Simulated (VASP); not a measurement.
# LaPt3 (Pm-3m) in VASP: single point with LDA

Aim: the single point of LaPt3 with LDA.

Program: VASP 6.6.1. These are calculated values, not measurements. Logs are shortened: lines on timing, memory, paths and dates and some standing lists are left out, and cuts for length are marked.

## Step 1: The cell of the first run

Symmetry: Pm-3m, No. 221, cubic system. The conventional cell has a = 4.214 Å, b = 4.214 Å, c = 4.214 Å, α = 90.00°, β = 90.00°, γ = 90.00°. La (site symmetry m-3m) has 12 Pt at 2.98 Å within 3.9 Å. Pt (site symmetry 4/mmm) has 4 La at 2.98 Å and 8 Pt at 2.98 Å within 3.9 Å.

## Step 2: Single point, LDA

The input, INCAR:

```
SYSTEM = LaPt3
ALGO = Normal
EDIFF = 1E-6
ENCUT = 500
GGA_COMPAT = .False.
ISIF = 2
ISMEAR = -1
LASPH = .True.
LCHARG = .True.
LELF = .True.
LMAXMIX = 6
LREAL = .False.
LVHAR = .True.
LWAVE = .False.
NBANDS = 28
NELM = 200
PREC = Accurate
SIGMA = 0.08
```

The input, KPOINTS:

```
k-points
0
Gamma
  10 10 10
  0 0 0
```

The input, POSCAR:

```
LaPt3
1.0
    4.2144337600      0.0000000000      0.0000000000
    0.0000000000      4.2144337600      0.0000000000
    0.0000000000      0.0000000000      4.2144337600
La Pt
1 3
Direct
    0.0000000000      0.0000000000      0.0000000000
    0.0000000000      0.5000000000      0.5000000000
    0.5000000000      0.5000000000      0.0000000000
    0.5000000000      0.0000000000      0.5000000000
```

Potentials or basis: VASP PAW LDA potentials, release 64 (La, Pt).

Command:

```
$ cat potpaw_LDA.64/La/POTCAR potpaw_LDA.64/Pt/POTCAR > POTCAR
$ mpirun -np 1 vasp_std > vasp.out
```

OUTCAR:

```text
SYSTEM = LaPt3
   EDIFF = 1E-6
   ENCUT = 500
   ISIF = 2
   ISMEAR = -1
   LASPH = .True.
   LREAL = .False.
   NELM = 200
   PREC = Accurate

 ion  position               nearest neighbor table
   1  0.000  0.000  0.000-   2 2.98   3 2.98   4 2.98   2 2.98   4 2.98   2 2.98   3 2.98   2 2.98
                             3 2.98   4 2.98   4 2.98   3 2.98
   2  0.000  0.500  0.500-   1 2.98   3 2.98   4 2.98   1 2.98   3 2.98   1 2.98   4 2.98   1 2.98
                             3 2.98   4 2.98   3 2.98   4 2.98
   3  0.500  0.500  0.000-   1 2.98   2 2.98   4 2.98   2 2.98   4 2.98   1 2.98   4 2.98   4 2.98
                             1 2.98   2 2.98   2 2.98   1 2.98
   4  0.500  0.000  0.500-   1 2.98   2 2.98   3 2.98   1 2.98   3 2.98   2 2.98   3 2.98   3 2.98
                             1 2.98   2 2.98   1 2.98   2 2.98

  LATTYP: Found a simple cubic cell.
 ALAT       =     4.2144337600

  Lattice vectors:

 A1 = (   4.2144337600,   0.0000000000,   0.0000000000)
 A2 = (   0.0000000000,   4.2144337600,   0.0000000000)
 A3 = (   0.0000000000,   0.0000000000,   4.2144337600)

Analysis of symmetry for initial positions (statically):
=====================================================================
 Subroutine PRICEL returns:
 Original cell was already a primitive cell.

 Routine SETGRP: Setting up the symmetry group for a
 simple cubic supercell.

 Subroutine GETGRP returns: Found 48 space group operations
 (whereof 48 operations were pure point group operations)
 out of a pool of 48 trial point group operations.

The static configuration has the point symmetry O_h .

Analysis of symmetry for dynamics (positions and initial velocities):
=====================================================================
 Subroutine PRICEL returns:
 Original cell was already a primitive cell.

 Routine SETGRP: Setting up the symmetry group for a
 simple cubic supercell.

 Subroutine GETGRP returns: Found 48 space group operations
 (whereof 48 operations were pure point group operations)
 out of a pool of 48 trial point group operations.

The dynamic configuration has the point symmetry O_h .

 Subroutine INISYM returns: Found 48 space group operations
 (whereof 48 operations are pure point group operations),
 and found     1 'primitive' translations

----------------------------------------------------------------------------------------

                                     Primitive cell

  volume of cell :      74.8545

  direct lattice vectors                    reciprocal lattice vectors
     4.214433760  0.000000000  0.000000000     0.237279800  0.000000000  0.000000000
     0.000000000  4.214433760  0.000000000     0.000000000  0.237279800  0.000000000
     0.000000000  0.000000000  4.214433760     0.000000000  0.000000000  0.237279800

  length of vectors
     4.214433760  4.214433760  4.214433760     0.237279800  0.237279800  0.237279800

  position of ions in fractional coordinates (direct lattice)
     0.000000000  0.000000000  0.000000000
     0.000000000  0.500000000  0.500000000
     0.500000000  0.500000000  0.000000000
     0.500000000  0.000000000  0.500000000

  ion indices of the primitive-cell ions
   primitive index   ion index
                 1           1
                 2           2
                 3           3
                 4           4

----------------------------------------------------------------------------------------

 KPOINTS: k-points

Automatic generation of k-mesh.
 Grid dimensions read from file:
 generate k-points for:   10   10   10

 Generating k-lattice:

  Cartesian coordinates                     Fractional coordinates (reciprocal lattice)
     0.023727980  0.000000000  0.000000000     0.100000000  0.000000000  0.000000000
     0.000000000  0.023727980  0.000000000     0.000000000  0.100000000  0.000000000
     0.000000000  0.000000000  0.023727980     0.000000000  0.000000000  0.100000000

  Length of vectors
     0.023727980  0.023727980  0.023727980

  Shift w.r.t. Gamma in fractional coordinates (k-lattice)
     0.000000000  0.000000000  0.000000000

 Subroutine IBZKPT returns following result:
 ===========================================

 Found     56 irreducible k-points:

 Following reciprocal coordinates:
            Coordinates               Weight
  0.000000  0.000000  0.000000      1.000000
  0.100000  0.000000  0.000000      6.000000
  0.200000  0.000000  0.000000      6.000000
  0.300000  0.000000  0.000000      6.000000
  0.400000  0.000000  0.000000      6.000000
  0.500000  0.000000  0.000000      3.000000
[... 16 lines left out ...]
  0.200000  0.100000  0.100000     24.000000
  0.300000  0.100000  0.100000     24.000000
 [... further k-points ...]
   k-points           NKPTS =     56   k-points in BZ     NKDIM =     56   number of bands    NBANDS=     28
   number of dos      NEDOS =    301   number of ions     NIONS =      4
   total plane-waves  NPLWV =  32768
   dimension x,y,z NGX =    32 NGY =   32 NGZ =   32
   dimension x,y,z NGXF=    64 NGYF=   64 NGZF=   64
   ions per type =               1   3
   NGX,Y,Z   is equivalent  to a cutoff of  12.62, 12.62, 12.62 a.u.
   NGXF,Y,Z  is equivalent  to a cutoff of  25.25, 25.25, 25.25 a.u.
 SYSTEM =  LaPt3
   PREC   = accura    normal or accurate (medium, high low for compatibility)
   ISTART =      0    job   : 0-new  1-cont  2-samecut
   ICHARG =      2    charge: 1-file 2-atom 10-const
   ISPIN  =      1    spin polarized calculation?
   LNONCOLLINEAR =      F non collinear calculations
   LSORBIT =      F    spin-orbit coupling
   LASPH  =      T    aspherical Exc in radial PAW
   ENCUT  =  500.0 eV  36.75 Ry    6.06 a.u.   7.68  7.68  7.68*2*pi/ulx,y,z
   NELM   =    200;   NELMIN=  2; NELMDL= -5     # of ELM steps
   EDIFF  = 0.1E-05   stopping-criterion for ELM
   LREAL  =      F    real-space projection
   EDIFFG = 0.1E-04   stopping-criterion for IOM
   NSW    =      0    number of steps for IOM
   IBRION =     -1    ionic relax: 0-MD 1-quasi-New 2-CG
   NFREE  =      0    steps in history (QN), initial steepest desc. (CG)
   ISIF   =      2    stress and relaxation
   ISYM   =      2    0-nonsym 1-usesym 2-fastsym
   POTIM  = 0.5000    time-step for ionic-motion
   TEBEG  =    0.0;   TEEND  =   0.0 temperature during run
   PSTRESS=    0.0 pullay stress
   NELECT =      41.0000    total number of electrons
   NUPDOWN=      -1.0000    fix difference up-down
   EMIN   =  10.00;   EMAX   =-10.00  energy-range for DOS
   EFERMI =   0.00;   METHOD = LEGACY
   ISMEAR =    -1;   SIGMA  =   0.08  broadening in eV -4-tet -1-fermi 0-gaus
   EFERMI_NEDOS =   21; number of points for ismear=-14 and -15
   IALGO  =     38    algorithm
   IMIX   =      4    mixing-type and parameters
     AMIX     =   0.40;   BMIX     =  1.00
     AMIX_MAG =   1.60;   BMIX_MAG =  1.00
  volume/ion in A,a.u.               =      18.71       126.29
  Fermi-wavevector in a.u.,A,eV,Ry     =   1.339461  2.531215 24.410987  1.794157
  Thomas-Fermi vector in A             =   2.467851
   LORBIT       =      0    0 simple, 1 ext, 2 COOP (PROOUT), +10 PAW based schemes
   GGA     = CA    functional components
   LHFCALC =     F    Hartree Fock is set to
   AEXX    =    0.0000 exact exchange contribution
   IVDW    =     0    specifies the selected vdW correction
   LEPSILON=     F    determine dielectric tensor
   LRPA    =     F    only Hartree local field effects (RPA)
 non-spin polarized calculation
  energy-cutoff  :      500.00
  volume of cell :       74.85
 maximum number of plane-waves:      1935
 NGX is ok and might be reduce to    32
   NGX = 15   NGY = 15   NGZ = 15

 number of electron      41.0000006 magnetization

 Free energy of the ion-electron system (eV)
  ---------------------------------------------------
  ext. energy  EPLUGINS =         0.00000000
  ---------------------------------------------------
  free energy    TOTEN  =       -31.32808515 eV

  energy without entropy =      -31.27286105  energy(sigma->0) =      -31.30047310

 E-fermi :   9.8099     XC(G=0): -12.5572

 val. band max:        9.7862610978   @ k =   0.2000   0.2000   0.2000
 cond. band min:       9.8112095323   @ k =   0.5000   0.1000   0.0000
 fundamental gap:      0.0249484344
 Fermi energy:         9.8099218477

 k-point     1 :       0.0000    0.0000    0.0000
  band No.  band energies     occupation
      1     -21.1469      2.00000
      2      -5.0427      2.00000
      3      -5.0427      2.00000
      4      -5.0427      2.00000
      5       2.5628      2.00000
      6       4.4472      2.00000
[... 20 lines left out ...]
     27      13.4661      0.00000
     28      13.5127      0.00000

 k-point     2 :       0.1000    0.0000    0.0000
  band No.  band energies     occupation
      1     -21.1433      2.00000
      2      -5.1109      2.00000
      3      -5.0509      2.00000
      4      -5.0509      2.00000
      5       2.7074      2.00000
      6       4.5388      2.00000
[... 20 lines left out ...]
     27      13.4888      0.00000
     28      13.6272      0.00000

 k-point     3 :       0.2000    0.0000    0.0000
  band No.  band energies     occupation
      1     -21.1339      2.00000
      2      -5.2815      2.00000
      3      -5.0723      2.00000
      4      -5.0723      2.00000
      5       3.1088      2.00000
      6       4.8043      2.00000
[... 20 lines left out ...]
     27      13.4380      0.00000
     28      13.5478      0.00000

 k-point     4 :       0.3000    0.0000    0.0000
  band No.  band energies     occupation
      1     -21.1223      2.00000
      2      -5.4785      2.00000
      3      -5.0983      2.00000
      4      -5.0983      2.00000
      5       3.6928      2.00000
      6       5.1827      2.00000
[... 578 lines left out ...]
     27      13.5277      0.00000
     28      13.6461      0.00000

 k-point    23 :       0.2000    0.1000    0.1000
  band No.  band energies     occupation
      1     -21.1281      2.00000
      2      -5.2971      2.00000
      3      -5.1374      2.00000
      4      -5.1110      2.00000
      5       3.3408      2.00000
      6       4.9168      2.00000
[... 20 lines left out ...]
     27      13.5760      0.00000
     28      13.6169      0.00000

 k-point    24 :       0.3000    0.1000    0.1000
  band No.  band energies     occupation
      1     -21.1175      2.00000
      2      -5.4680      2.00000
      3      -5.1642      2.00000
      4      -5.1279      2.00000
      5       3.8781      2.00000
      6       5.2502      2.00000
[... 20 lines left out ...]
     27      13.5685      0.00000
     28      13.6412      0.00000

 [... further k-points ...]

------------------------ aborting loop because EDIFF is reached ----------------------------------------

  FORCE on cell =-STRESS in cart. coord.  units (eV):
  Direction    XX          YY          ZZ          XY          YZ          ZX
  --------------------------------------------------------------------------------------
  -------------------------------------------------------------------------------------
  Total       -3.9471673     -3.9471673     -3.9471673      0.0000000      0.0000000     -0.0000000
  in kB      -84.4847678    -84.4847678    -84.4847678      0.0000000      0.0000000     -0.0000000
  external PRESSURE =     -84.4847678 kB  Pullay stress =       0.0000000 kB

 VOLUME and BASIS-vectors are now :
 -----------------------------------------------------------------------------
  energy-cutoff  :      500.00
  volume of cell :       74.85
      direct lattice vectors                 reciprocal lattice vectors
     4.214433760  0.000000000  0.000000000     0.237279800  0.000000000  0.000000000
     0.000000000  4.214433760  0.000000000     0.000000000  0.237279800  0.000000000
     0.000000000  0.000000000  4.214433760     0.000000000  0.000000000  0.237279800

 POSITION                                       TOTAL-FORCE (eV/Angst)
 -----------------------------------------------------------------------------------
      0.00000      0.00000      0.00000         0.000000      0.000000      0.000000
      0.00000      2.10722      2.10722         0.000000      0.000000      0.000000
      2.10722      2.10722      0.00000         0.000000      0.000000      0.000000
      2.10722      0.00000      2.10722         0.000000      0.000000      0.000000
 -----------------------------------------------------------------------------------
    total drift:                                0.000000     -0.000000     -0.000000

  FREE ENERGIE OF THE ION-ELECTRON SYSTEM (eV)
  ---------------------------------------------------
  free  energy   TOTEN  =       -31.3280851491 eV

  energy  without entropy=      -31.2728610540  energy(sigma->0) =      -31.30047310
```

It took 58 s on 1 thread of Intel Xeon Platinum 8488C (Sapphire Rapids), shared host; peak memory 0.23 GiB.

What came out:

```
Free energy            : -31.3281 eV
Pressure               : -8.4 GPa
Band gap on the k mesh : zero (an odd number of electrons rules out a gap without spin polarisation)
```

Caveat: the cell stands under tension; spin-orbit coupling is left out, which moves the levels of the heavy elements.

The gap in the log of VASP goes by the Fermi energy; the results here count the filled bands.